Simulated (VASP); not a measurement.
A run of VASP 6.6.1 is set up as follows.

The input POSCAR:

```
SiSn2
1.0
    4.0516841694      0.0000000000      0.0000000000
   -2.0258420847      3.5088614188      0.0000000000
    0.0000000000      0.0000000000      4.3747420433
Si Sn
1 2
Direct
    0.0000000000      0.0000000000      0.0000000000
    0.3333333333      0.6666666667      0.5000000000
    0.6666666667      0.3333333333      0.5000000000
```

The input INCAR.step1:

```
PREC = Accurate
ENCUT = 600
ISMEAR = 0
SIGMA = 0.1
LREAL = F
LASPH = T
NELM = 80
GGA = PE
ALGO = Normal
EDIFF = 1E-4
LWAVE = T
LCHARG = F
```

The input INCAR.step2:

```
PREC = Accurate
ENCUT = 600
EDIFF = 1E-6
ISMEAR = 0
SIGMA = 0.1
LREAL = F
LASPH = T
NELM = 80
ALGO = Normal
ISIF = 3
LWAVE = F
LCHARG = F
METAGGA = R2SCAN
LMIXTAU = T
IBRION = 2
NSW = 90
EDIFFG = -0.04
ISTART = 1
```

File KPOINTS:

```
Automatic mesh
0
Gamma
  6 6 4
```

Potentials or basis: VASP PAW PBE potentials, release 64 (Si, Sn_d).

Launch:

```console
$ cat potpaw_PBE.64/Si/POTCAR potpaw_PBE.64/Sn_d/POTCAR > POTCAR
$ cp INCAR.step1 INCAR
$ mpirun -np 1 vasp_std > vasp.out
$ cp INCAR.step2 INCAR
$ mpirun -np 1 vasp_std > vasp.out
```

Question: What does it give for the band gap on the k mesh?

Answer: Zero (band 16 reaches 9.61 eV, above the bottom of band 17 at 5.23 eV).

Question: Predict the relaxed volume.

Answer: 23.86 Å³/atom.

Final structure:
```
CELL_PARAMETERS angstrom
5.14770 0.00000 0.00000
-2.57385 4.45804 0.00000
0.00000 0.00000 3.11959
ATOMIC_POSITIONS crystal
Si 0.00000 0.00000 0.00000
Sn 0.33333 0.66667 0.50000
Sn 0.66667 0.33333 0.50000
```

Caveat: the volume moved by over 15 % at a fixed basis, so the end points are rough; the PAW data sets were made with another functional, which shifts forces and pressure a little; spin-orbit coupling is left out, which moves the levels of the heavy elements.
